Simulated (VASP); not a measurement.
# Ge (Pm-3m) in VASP: a series of runs, part 2 of 2

VASP 6.6.1. Earlier steps stand in the parts before.

## 4. Single point, r2SCAN (17.74 Å³/atom)

This run uses another cell than the first one, of 17.74 Å³/atom.

The input, POSCAR:

```
Ge
1.0
    2.6080650299      0.0000000000      0.0000000000
    0.0000000000      2.6080650299      0.0000000000
    0.0000000000      0.0000000000      2.6080650299
Ge
1
Direct
    0.0000000000      0.0000000000      0.0000000000
```

The input, INCAR.step1:

```
  PREC = Accurate
  ENCUT = 520
  ISMEAR = -1
  SIGMA = 0.1
  LREAL = F
  LASPH = T
  NELM = 100
  NBANDS = 13
  GGA = PE
  ALGO = Normal
  EDIFF = 1E-4
  LWAVE = T
  LCHARG = F
```

The input, INCAR.step2:

```
  PREC = Accurate
  ENCUT = 520
  EDIFF = 1E-6
  ISMEAR = -1
  SIGMA = 0.1
  LREAL = F
  LASPH = T
  NELM = 100
  ALGO = Normal
  ISIF = 2
  LWAVE = F
  LCHARG = F
  METAGGA = R2SCAN
  LMIXTAU = T
  NBANDS = 13
  ISTART = 1
```

The input, KPOINTS:

```
Automatic mesh
0
Gamma
  13 13 13
```

Potentials or basis: VASP PAW PBE potentials, release 64 (Ge_d).

Launch:

```bash
$ cat potpaw_PBE.64/Ge_d/POTCAR > POTCAR
$ cp INCAR.step1 INCAR
$ mpirun -np 1 vasp_std > vasp.out
$ cp INCAR.step2 INCAR
$ mpirun -np 1 vasp_std > vasp.out
```

OUTCAR:

```text
PREC = Accurate
   ENCUT = 520
   EDIFF = 1E-6
   ISMEAR = -1
   LREAL = F
   LASPH = T
   NELM = 100
   ISIF = 2
   METAGGA = R2SCAN
   ISTART = 1

 ion  position               nearest neighbor table
   1  0.000  0.000  0.000-

  LATTYP: Found a simple cubic cell.
 ALAT       =     2.6080650299

  Lattice vectors:

 A1 = (   2.6080650299,   0.0000000000,   0.0000000000)
 A2 = (   0.0000000000,   2.6080650299,   0.0000000000)
 A3 = (   0.0000000000,   0.0000000000,   2.6080650299)

Analysis of symmetry for initial positions (statically):
=====================================================================
 Subroutine PRICEL returns:
 Original cell was already a primitive cell.

 Routine SETGRP: Setting up the symmetry group for a
 simple cubic supercell.

 Subroutine GETGRP returns: Found 48 space group operations
 (whereof 48 operations were pure point group operations)
 out of a pool of 48 trial point group operations.

The static configuration has the point symmetry O_h .

Analysis of symmetry for dynamics (positions and initial velocities):
[... 167 lines left out ...]
      2     -18.4604      2.00000
      3     -18.0988      2.00000
      4     -18.0988      2.00000
      5     -18.0988      2.00000
      6      -7.2919      2.00000
      7      14.6583      0.00000
      8      14.6583      0.00000
      9      14.6583      0.00000
     10      17.9878      0.00000
     11      17.9878      0.00000
     12      22.0539      0.00000
     13      38.4287      0.00000
[... 354 lines left out ...]
  band No.  band energies     occupation
      1     -18.3443      2.00000
      2     -18.2751      2.00000
      3     -18.1740      2.00000
      4     -18.1538      2.00000
      5     -18.1090      2.00000
      6      -1.9621      2.00000
      7       4.2052      2.00000
      8       7.6854      0.00889
      9      15.0176      0.00000
     10      19.4659      0.00000
     11      24.3890      0.00000
     12      28.2583      0.00000
     13      28.9379      0.00000

 [... further k-points ...]

------------------------ aborting loop because EDIFF is reached ----------------------------------------

  FORCE on cell =-STRESS in cart. coord.  units (eV):
  Direction    XX          YY          ZZ          XY          YZ          ZX
  --------------------------------------------------------------------------------------
  -------------------------------------------------------------------------------------
  Total        0.8776796      0.8776796      0.8776796     -0.0000000     -0.0000000      0.0000000
  in kB       79.2668036     79.2668036     79.2668036     -0.0000000     -0.0000000      0.0000000
  external PRESSURE =      79.2668036 kB  Pullay stress =       0.0000000 kB

 VOLUME and BASIS-vectors are now :
 -----------------------------------------------------------------------------
  energy-cutoff  :      520.00
  volume of cell :       17.74
      direct lattice vectors                 reciprocal lattice vectors
     2.608065030  0.000000000  0.000000000     0.383426022  0.000000000  0.000000000
     0.000000000  2.608065030  0.000000000     0.000000000  0.383426022  0.000000000
     0.000000000  0.000000000  2.608065030     0.000000000  0.000000000  0.383426022

 POSITION                                       TOTAL-FORCE (eV/Angst)
 -----------------------------------------------------------------------------------
      0.00000      0.00000      0.00000         0.000000      0.000000      0.000000
 -----------------------------------------------------------------------------------
    total drift:                               -0.000000      0.000000      0.000000

  FREE ENERGIE OF THE ION-ELECTRON SYSTEM (eV)
  ---------------------------------------------------
  free  energy   TOTEN  =       -13.4996176828 eV

  energy  without entropy=      -13.4875996742  energy(sigma->0) =      -13.49360868
```

OSZICAR.step1:

```text
N       E                     dE             d eps       ncg     rms          rms(c)
DAV:   1     0.626857960799E+02    0.62686E+02   -0.70358E+03  2441   0.308E+03
DAV:   2     0.116341343927E+01   -0.61522E+02   -0.58765E+02  2319   0.424E+02
DAV:   3    -0.415697887147E+01   -0.53204E+01   -0.52940E+01  2429   0.705E+01
DAV:   4    -0.422655243722E+01   -0.69574E-01   -0.69565E-01  2524   0.862E+00
DAV:   5    -0.422718571574E+01   -0.63328E-03   -0.63327E-03  2464   0.893E-01    0.170E+00
DAV:   6    -0.422226685628E+01    0.49189E-02   -0.52919E-03  2724   0.175E+00    0.978E-01
DAV:   7    -0.422023616024E+01    0.20307E-02   -0.46490E-03  2637   0.132E+00    0.793E-02
DAV:   8    -0.422021948225E+01    0.16678E-04   -0.74463E-04  2609   0.659E-01
   1 F= -.42202195E+01 E0= -.42134900E+01  d E =-.134591E-01
```

It took 67 s on 1 thread of Intel Xeon 8259CL, shared host; peak memory 0.14 GiB.

Results:

```
Free energy            : -13.4996 eV
Pressure               : 7.9 GPa
Band gap on the k mesh : zero (bands 7 and 8 overlap by 10.21 eV)
```

Caveat: the cell stands under pressure; the PAW data sets were made with another functional, which shifts forces and pressure a little.

## 5. Single point, r2SCAN (18.51 Å³/atom)

This run uses another cell than the first one, of 18.51 Å³/atom.

The input, POSCAR:

```
Ge
1.0
    2.6453281362      0.0000000000      0.0000000000
    0.0000000000      2.6453281362      0.0000000000
    0.0000000000      0.0000000000      2.6453281362
Ge
1
Direct
    0.0000000000      0.0000000000      0.0000000000
```

The input, INCAR.step1:

```
ALGO = Normal
EDIFF = 1E-4
ENCUT = 520
GGA = PE
ISMEAR = -1
LASPH = T
LCHARG = F
LREAL = F
LWAVE = T
NBANDS = 13
NELM = 80
PREC = Accurate
SIGMA = 0.1
```

The input, INCAR.step2:

```
ALGO = Normal
EDIFF = 1E-6
ENCUT = 520
ISIF = 2
ISMEAR = -1
ISTART = 1
LASPH = T
LCHARG = F
LMIXTAU = T
LREAL = F
LWAVE = F
METAGGA = R2SCAN
NBANDS = 13
NELM = 80
PREC = Accurate
SIGMA = 0.1
```

The input, KPOINTS:

```
k-points
0
Gamma
  13 13 13
```

Launch:

```bash
$ cat potpaw_PBE.64/Ge_d/POTCAR > POTCAR
$ cp INCAR.step1 INCAR
$ mpirun -np 1 vasp_std > vasp.out
$ cp INCAR.step2 INCAR
$ mpirun -np 1 vasp_std > vasp.out
```

It took 56 s on 1 thread of Intel Xeon 8259CL, shared host; peak memory 0.14 GiB.

It converged, with:

* Free energy: -13.5265 eV
* Pressure: 3.5 GPa
* Band gap on the k mesh: zero (bands 7 and 8 overlap by 9.89 eV)

Levels at points of the mesh, in eV from the Fermi level:
```csv
k point,band 5,band 6,band 7,band 8,band 9,band 10
"(0.00, 0.00, 0.00)",-25.22,-14.04,7.28,7.28,7.28,10.69
```

Caveat: the cell stands under pressure; the PAW data sets were made with another functional, which shifts forces and pressure a little.

## 6. Overview

| cell | k mesh | gap on the mesh (eV) | pressure (GPa) |
| --- | --- | --- | --- |
| a = 2.682 Å, 1 atom | 11 × 11 × 11 | none | 0.0 |
| a = 2.570 Å, 1 atom | 13 × 13 × 13 | none | 13.4 |
| a = 2.608 Å, 1 atom | 13 × 13 × 13 | none | 7.9 |
| a = 2.645 Å, 1 atom | 13 × 13 × 13 | none | 3.5 |

Alike in all rows: task single point; level r2SCAN; potentials or basis VASP PAW PBE potentials, release 64 (Ge_d); no spin polarisation; cutoff (eV) 520; smearing fermi-dirac 0.1 eV.

Caveats: the PAW data sets were made with another functional, which shifts forces and pressure a little; the cell stands under pressure (at least some runs).

Absolute energies hang on the potentials; compare differences alone.
